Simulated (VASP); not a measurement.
# Si (Fd-3m) in VASP: further runs

Runs on Si. Level: LDA. Tasks: relaxation of cell and atoms.

Program: VASP 6.6.1. These are calculated values, not measurements. Logs are shortened: lines on timing, memory, paths and dates and some standing lists are left out, and cuts for length are marked.

### Step 1. The cell of the first run

The structure is cubic, space group Fd-3m (No. 227). Conventional cell: a = 5.402 Å, b = 5.402 Å, c = 5.402 Å, α = 90.00°, β = 90.00°, γ = 90.00°. Within 3.1 Å of Si (site symmetry -43m) lie 4 Si at 2.34 Å.

### Step 2. Relaxation of cell and atoms, LDA, target pressure 2 GPa, at which the enthalpy is minimised

File INCAR:

```
SYSTEM = Si
PREC = Accurate ; ENCUT = 600
EDIFF = 1E-7 ; ISMEAR = 0
SIGMA = 0.01 ; LREAL = .FALSE.
LASPH = .TRUE. ; NELM = 80
ALGO = Normal ; ISIF = 3
LWAVE = .FALSE. ; LCHARG = .FALSE.
GGA = CA ; IBRION = 2
NSW = 100 ; EDIFFG = -0.002
PSTRESS = 20.0
```

File KPOINTS:

```
regular mesh
0
G
  8 8 8
  0 0 0
```

File POSCAR:

```
Si
1.0
    0.0000000000      2.7009831628      2.7009831628
    2.7009831628      0.0000000000      2.7009831628
    2.7009831628      2.7009831628      0.0000000000
Si
2
Direct
    0.2500000000      0.2500000000      0.2500000000
    0.0000000000      0.0000000000      0.0000000000
```

Potentials or basis: VASP PAW LDA potentials, release 64 (Si).

On the command line:

```console
$ cat potpaw_LDA.64/Si/POTCAR > POTCAR
$ mpirun -np 1 vasp_std > vasp.out
```

OUTCAR:

```text
SYSTEM = Si
   PREC = Accurate
   ENCUT = 600
   EDIFF = 1E-7
   ISMEAR = 0
   LREAL = .FALSE.
   LASPH = .TRUE.
   NELM = 80
   ISIF = 3
   GGA = CA
   IBRION = 2
   NSW = 100
   EDIFFG = -0.002
   PSTRESS = 20.0

 ion  position               nearest neighbor table
   1  0.250  0.250  0.250-   2 2.34   2 2.34   2 2.34   2 2.34
   2  0.000  0.000  0.000-   1 2.34   1 2.34   1 2.34   1 2.34

  LATTYP: Found a face centered cubic cell.
 ALAT       =     5.4019663256

  Lattice vectors:

 A1 = (   0.0000000000,   2.7009831628,   2.7009831628)
 A2 = (   2.7009831628,   0.0000000000,   2.7009831628)
 A3 = (   2.7009831628,   2.7009831628,   0.0000000000)

Analysis of symmetry for initial positions (statically):
=====================================================================
 Subroutine PRICEL returns:
 Original cell was already a primitive cell.

 Routine SETGRP: Setting up the symmetry group for a
 face centered cubic supercell.

 Subroutine GETGRP returns: Found 48 space group operations
 (whereof 24 operations were pure point group operations)
 out of a pool of 48 trial point group operations.

The static configuration has the point symmetry T_d .
 The point group associated with its full space group is O_h .

Analysis of symmetry for dynamics (positions and initial velocities):
=====================================================================
 Subroutine PRICEL returns:
 Original cell was already a primitive cell.

 Routine SETGRP: Setting up the symmetry group for a
 face centered cubic supercell.

 Subroutine GETGRP returns: Found 48 space group operations
 (whereof 24 operations were pure point group operations)
 out of a pool of 48 trial point group operations.

The dynamic configuration has the point symmetry T_d .
 The point group associated with its full space group is O_h .

 Subroutine INISYM returns: Found 48 space group operations
 (whereof 24 operations are pure point group operations),
 and found     1 'primitive' translations

----------------------------------------------------------------------------------------

                                     Primitive cell

  volume of cell :      39.4090

  direct lattice vectors                    reciprocal lattice vectors
     0.000000000  2.700983163  2.700983163    -0.185117777  0.185117777  0.185117777
     2.700983163  0.000000000  2.700983163     0.185117777 -0.185117777  0.185117777
     2.700983163  2.700983163  0.000000000     0.185117777  0.185117777 -0.185117777

  length of vectors
     3.819767021  3.819767021  3.819767021     0.320633396  0.320633396  0.320633396

  position of ions in fractional coordinates (direct lattice)
     0.250000000  0.250000000  0.250000000
     0.000000000  0.000000000  0.000000000

  ion indices of the primitive-cell ions
   primitive index   ion index
                 1           1
                 2           2

----------------------------------------------------------------------------------------

 KPOINTS: regular mesh

Automatic generation of k-mesh.
 Grid dimensions read from file:
 generate k-points for:    8    8    8

 Generating k-lattice:

  Cartesian coordinates                     Fractional coordinates (reciprocal lattice)
    -0.023139722  0.023139722  0.023139722     0.125000000  0.000000000  0.000000000
     0.023139722 -0.023139722  0.023139722     0.000000000  0.125000000  0.000000000
     0.023139722  0.023139722 -0.023139722     0.000000000  0.000000000  0.125000000

  Length of vectors
     0.040079174  0.040079174  0.040079174

  Shift w.r.t. Gamma in fractional coordinates (k-lattice)
     0.000000000  0.000000000  0.000000000

 Subroutine IBZKPT returns following result:
 ===========================================

 Found     29 irreducible k-points:

 Following reciprocal coordinates:
            Coordinates               Weight
  0.000000  0.000000  0.000000      1.000000
  0.125000  0.000000  0.000000      8.000000
  0.250000  0.000000  0.000000      8.000000
  0.375000  0.000000  0.000000      8.000000
  0.500000  0.000000  0.000000      4.000000
  0.125000  0.125000  0.000000      6.000000
[... 16 lines left out ...]
  0.500000  0.250000  0.125000     48.000000
 -0.375000  0.250000  0.125000     24.000000
 [... further k-points ...]
   k-points           NKPTS =     29   k-points in BZ     NKDIM =     29   number of bands    NBANDS=      8
   number of dos      NEDOS =    301   number of ions     NIONS =      2
   total plane-waves  NPLWV =  32768
   dimension x,y,z NGX =    32 NGY =   32 NGZ =   32
   dimension x,y,z NGXF=    64 NGYF=   64 NGZF=   64
   ions per type =               2
   NGX,Y,Z   is equivalent  to a cutoff of  13.93, 13.93, 13.93 a.u.
   NGXF,Y,Z  is equivalent  to a cutoff of  27.85, 27.85, 27.85 a.u.
 SYSTEM =  Si
   PREC   = accura    normal or accurate (medium, high low for compatibility)
   ISTART =      0    job   : 0-new  1-cont  2-samecut
   ICHARG =      2    charge: 1-file 2-atom 10-const
   ISPIN  =      1    spin polarized calculation?
   LNONCOLLINEAR =      F non collinear calculations
   LSORBIT =      F    spin-orbit coupling
   LASPH  =      T    aspherical Exc in radial PAW
   ENCUT  =  600.0 eV  44.10 Ry    6.64 a.u.   7.63  7.63  7.63*2*pi/ulx,y,z
   NELM   =     80;   NELMIN=  2; NELMDL= -5     # of ELM steps
   EDIFF  = 0.1E-06   stopping-criterion for ELM
   LREAL  =      F    real-space projection
   EDIFFG = -.2E-02   stopping-criterion for IOM
   NSW    =    100    number of steps for IOM
   IBRION =      2    ionic relax: 0-MD 1-quasi-New 2-CG
   NFREE  =      1    steps in history (QN), initial steepest desc. (CG)
   ISIF   =      3    stress and relaxation
   ISYM   =      2    0-nonsym 1-usesym 2-fastsym
   POTIM  = 0.5000    time-step for ionic-motion
   TEBEG  =    0.0;   TEEND  =   0.0 temperature during run
   PSTRESS=   20.0 pullay stress
   NELECT =       8.0000    total number of electrons
   NUPDOWN=      -1.0000    fix difference up-down
   EMIN   =  10.00;   EMAX   =-10.00  energy-range for DOS
   EFERMI =   0.00;   METHOD = LEGACY
   ISMEAR =     0;   SIGMA  =   0.01  broadening in eV -4-tet -1-fermi 0-gaus
   EFERMI_NEDOS =   21; number of points for ismear=-14 and -15
   IALGO  =     38    algorithm
   IMIX   =      4    mixing-type and parameters
     AMIX     =   0.40;   BMIX     =  1.00
     AMIX_MAG =   1.60;   BMIX_MAG =  1.00
  volume/ion in A,a.u.               =      19.70       132.97
  Fermi-wavevector in a.u.,A,eV,Ry     =   0.962143  1.818187 12.595173  0.925719
  Thomas-Fermi vector in A             =   2.091576
   LORBIT       =      0    0 simple, 1 ext, 2 COOP (PROOUT), +10 PAW based schemes
   GGA     = CA    functional components
   LHFCALC =     F    Hartree Fock is set to
   AEXX    =    0.0000 exact exchange contribution
   IVDW    =     0    specifies the selected vdW correction
   LEPSILON=     F    determine dielectric tensor
   LRPA    =     F    only Hartree local field effects (RPA)
 conjugate gradient relaxation of ions
 non-spin polarized calculation
 Gauss-broadening in eV      SIGMA  =   0.01
  energy-cutoff  :      600.00
  volume of cell :       39.41
 maximum number of plane-waves:      1363
 NGX is ok and might be reduce to    32
   NGX = 15   NGY = 15   NGZ = 15

--------------------------------------- Ionic step        1  -------------------------------------------

 number of electron       7.9999999 magnetization

 Free energy of the ion-electron system (eV)
  ---------------------------------------------------
  ext. energy  EPLUGINS =         0.00000000
  ---------------------------------------------------
  free energy    TOTEN  =       -11.91576923 eV

  energy without entropy =      -11.91576923  energy(sigma->0) =      -11.91576923

------------------------ aborting loop because EDIFF is reached ----------------------------------------

  FORCE on cell =-STRESS in cart. coord.  units (eV):
  Direction    XX          YY          ZZ          XY          YZ          ZX
  --------------------------------------------------------------------------------------
  -------------------------------------------------------------------------------------
  Total        0.0154106      0.0154106      0.0154106      0.0000000      0.0000000     -0.0000000
  in kB        0.6265174      0.6265174      0.6265174      0.0000000      0.0000000     -0.0000000
  external PRESSURE =     -19.3734826 kB  Pullay stress =      20.0000000 kB
[... 61 lines left out ...]
  enthalpy is  TOTEN    =       -11.4253401039 eV   P V=        0.4751734595

--------------------------------------- Ionic step        3  -------------------------------------------

 number of electron       8.0000000 magnetization

 Free energy of the ion-electron system (eV)
  ---------------------------------------------------
  ext. energy  EPLUGINS =         0.00000000
  ---------------------------------------------------
  free energy    TOTEN  =       -11.91104605 eV

  energy without entropy =      -11.91104605  energy(sigma->0) =      -11.91104605

 E-fermi :   6.1838     XC(G=0):  -9.7375

 val. band max:        6.1345953483   @ k =   0.0000   0.0000   0.0000
 cond. band min:       6.5933615140   @ k =   0.3750   0.3750   0.0000
 fundamental gap:      0.4587661657
 Fermi energy:         6.1837807965

 k-point     1 :       0.0000    0.0000    0.0000
  band No.  band energies     occupation
      1      -6.0658      2.00000
      2       6.1346      2.00000
      3       6.1346      2.00000
      4       6.1346      2.00000
      5       8.6724      0.00000
      6       8.6724      0.00000
      7       8.6724      0.00000
      8       9.7496      0.00000
[... 243 lines left out ...]
 k-point    24 :      -0.3750    0.2500    0.1250
  band No.  band energies     occupation
      1      -3.0844      2.00000
      2      -0.7950      2.00000
      3       2.5657      2.00000
      4       3.8899      2.00000
      5       9.1613      0.00000
      6       9.1949      0.00000
      7      12.0836      0.00000
      8      13.2564      0.00000

 [... further k-points ...]
[... 5 lines left out ...]
  --------------------------------------------------------------------------------------
  -------------------------------------------------------------------------------------
  Total        0.4818253      0.4818253      0.4818253      0.0000000      0.0000000     -0.0000000
  in kB       19.9671613     19.9671613     19.9671613      0.0000000      0.0000000     -0.0000000
  external PRESSURE =      -0.0328387 kB  Pullay stress =      20.0000000 kB
[... 17 lines left out ...]
  FREE ENERGIE OF THE ION-ELECTRON SYSTEM (eV)
  ---------------------------------------------------
  free  energy   TOTEN  =       -11.9110460476 eV

  energy  without entropy=      -11.9110460476  energy(sigma->0) =      -11.91104605

  enthalpy is  TOTEN    =       -11.4284283573 eV   P V=        0.4826176903

 reached required accuracy - stopping structural energy minimisation
```

Wall time 12 s (1 thread of Intel Xeon 6975P-C, shared host); peak memory 0.15 GiB.

What came out:

- Free energy: -11.9110 eV
- Relaxed volume: 19.33 Å³/atom
- Relaxed cell: a = 3.795 Å, b = 3.795 Å, c = 3.795 Å, α = 60.00°, β = 60.00°, γ = 60.00°
- Space group after relaxing (to 0.05 Å): Fd-3m (No. 227)
- Energy change on relaxing (the enthalpy is what falls): +2.4 meV/atom
- Ionic steps: 3
- Pressure after relaxing: 2.0 GPa
- Band gap on the k mesh: 0.46 eV, indirect (least direct gap 2.54 eV)

The path:
```tsv
step	energy change (eV)	largest force (eV/Å)	pressure (GPa)	volume (Å³)
1	0.0000	0.0000	0.06	39.41
2	0.0153	0.0000	3.68	38.07
3	0.0047	0.0000	2.00	38.66
```

Final structure:
```yaml
crystal:
  lattice:
    - [0.00000, 2.68381, 2.68381]
    - [2.68381, 0.00000, 2.68381]
    - [2.68381, 2.68381, 0.00000]
  atoms:
    - { symbol: Si, position: [0.25000, 0.25000, 0.25000] }
    - { symbol: Si, position: [0.00000, 0.00000, 0.00000] }
```

Caveat: the cell is relaxed towards a set pressure, so the enthalpy falls and the energy may rise. Zero-point motion and thermal expansion aren't in these numbers.

### Step 3. Relaxation of cell and atoms, LDA, target pressure 4 GPa, at which the enthalpy is minimised

File INCAR:

```
SYSTEM = Si
PREC = Accurate
ENCUT = 600
EDIFF = 1E-6
ISMEAR = 0
SIGMA = 0.01
LREAL = .FALSE.
LASPH = .TRUE.
NELM = 60
ALGO = Normal
ISIF = 3
LWAVE = .FALSE.
LCHARG = .FALSE.
GGA = CA
IBRION = 2
NSW = 100
EDIFFG = -0.002
PSTRESS = 40.0
```

KPOINTS is that of step 2.

POSCAR is that of step 2.

Potentials or basis: VASP PAW LDA potentials, release 64 (Si).

On the command line:

```console
$ cat potpaw_LDA.64/Si/POTCAR > POTCAR
$ mpirun -np 1 vasp_std > vasp.out
```

Wall time 18 s (1 thread of Intel Xeon 6975P-C, shared host); peak memory 0.15 GiB.

Results (log left out):

* Free energy: -11.8979 eV
* Relaxed volume: 18.98 Å³/atom
* Relaxed cell: a = 3.772 Å, b = 3.772 Å, c = 3.772 Å, α = 60.00°, β = 60.00°, γ = 60.00°
* Space group after relaxing (to 0.05 Å): Fd-3m (No. 227)
* Energy change on relaxing (the enthalpy is what falls): +9.0 meV/atom
* Ionic steps: 7
* Pressure after relaxing: 4.0 GPa
* Band gap on the k mesh: 0.43 eV, indirect (least direct gap 2.54 eV)

Step by step:
```tsv
step	energy change (eV)	largest force (eV/Å)	pressure (GPa)	volume (Å³)
1	0.0000	0.0000	0.06	39.41
2	0.0643	0.0000	8.05	36.71
3	0.0176	0.0000	3.98	37.97
4	0.0183	0.0000	4.06	37.94
5	0.0174	0.0000	3.95	37.98
6	0.0178	0.0000	3.98	37.96
7	0.0179	0.0000	4.01	37.95
```

Final structure:
```cif
data_structure
_symmetry_space_group_name_H-M 'P 1'
_symmetry_Int_Tables_number 1
_cell_length_a 3.7722
_cell_length_b 3.7722
_cell_length_c 3.7722
_cell_angle_alpha 60.000
_cell_angle_beta 60.000
_cell_angle_gamma 60.000
_cell_volume 37.95
loop_
_atom_site_label
_atom_site_type_symbol
_atom_site_fract_x
_atom_site_fract_y
_atom_site_fract_z
_atom_site_occupancy
Si1 Si 0.25000 0.25000 0.25000 1
Si2 Si 0.00000 0.00000 0.00000 1
```

Levels at points of the mesh, in eV from the valence-band top:
```
           k point  band 2  band 3  band 4  band 5  band 6  band 7
(0.00, 0.00, 0.00)    0.00    0.00    0.00    2.54    2.54    2.54
(0.50, 0.00, 0.00)   -7.25   -1.24   -1.24    1.62    3.26    3.26
(0.50, 0.50, 0.00)   -7.99   -3.00   -3.00    0.50    0.50   10.44
```

Caveat: the cell is relaxed towards a set pressure, so the enthalpy falls and the energy may rise. LDA gaps usually lie below the measured ones, often by a third to a half.

### Step 4. Relaxation of cell and atoms, LDA, target pressure 7 GPa, at which the enthalpy is minimised

File INCAR:

```
SYSTEM = Si
ALGO = Normal
EDIFF = 1E-6
EDIFFG = -0.002
ENCUT = 600
GGA = CA
IBRION = 2
ISIF = 3
ISMEAR = 0
LASPH = .True.
LCHARG = .False.
LREAL = .False.
LWAVE = .False.
NELM = 80
NSW = 100
PREC = Accurate
PSTRESS = 70.0
SIGMA = 0.01
```

File KPOINTS:

```
k-points
0
Gamma
  8 8 8
  0 0 0
```

POSCAR is that of step 3.

On the command line:

```console
$ cat potpaw_LDA.64/Si/POTCAR > POTCAR
$ mpirun -np 1 vasp_std > vasp.out
```

Run time: 18 s. Hardware: 1 thread of Intel Xeon 6975P-C, shared host; peak memory 0.15 GiB.

The run converged. Its results:

```yaml
Free_energy: -11.8656 eV
Relaxed_volume: 18.51 Å³/atom
Relaxed_cell: a = 3.741 Å, b = 3.741 Å, c = 3.741 Å, α = 60.00°, β = 60.00°, γ = 60.00°
Space_group_after_relaxing_to_0.05_Å: Fd-3m (No. 227)
Energy_change_on_relaxing_the_enthalpy_is_what_falls: +25.1 meV/atom
Ionic_steps: 7
Pressure_after_relaxing: 7.0 GPa
Band_gap_on_the_k_mesh: 0.38 eV, indirect (least direct gap 2.55 eV)
```

The path:
| step | energy change (eV) | largest force (eV/Å) | pressure (GPa) | volume (Å³) |
| --- | --- | --- | --- | --- |
| 1 | 0.0000 | 0.0000 | 0.06 | 39.41 |
| 2 | 0.2100 | 0.0000 | 15.97 | 34.74 |
| 3 | 0.0489 | 0.0000 | 6.91 | 37.04 |
| 4 | 0.0509 | 0.0000 | 7.07 | 37.00 |
| 5 | 0.0493 | 0.0000 | 6.94 | 37.03 |
| 6 | 0.0500 | 0.0000 | 6.98 | 37.02 |
| 7 | 0.0502 | 0.0000 | 7.01 | 37.01 |

Final structure:
```
Si
1.0
     0.00000    2.64506    2.64506
     2.64506    0.00000    2.64506
     2.64506    2.64506    0.00000
Si
2
Cartesian
  1.3225 1.3225 1.3225
  0.0000 0.0000 0.0000
```

Levels at points of the mesh, in eV from the valence-band top:
```csv
k point,band 2,band 3,band 4,band 5,band 6,band 7
"(0.00, 0.00, 0.00)",0.00,0.00,0.00,2.55,2.55,2.55
"(0.50, 0.00, 0.00)",-7.38,-1.26,-1.26,1.71,3.25,3.25
"(0.50, 0.50, 0.00)",-8.08,-3.06,-3.06,0.44,0.44,10.66
```

Caveat: the cell is relaxed towards a set pressure, so the enthalpy falls and the energy may rise. Zero-point motion and thermal expansion aren't in these numbers.

[end of part 1 of 2]
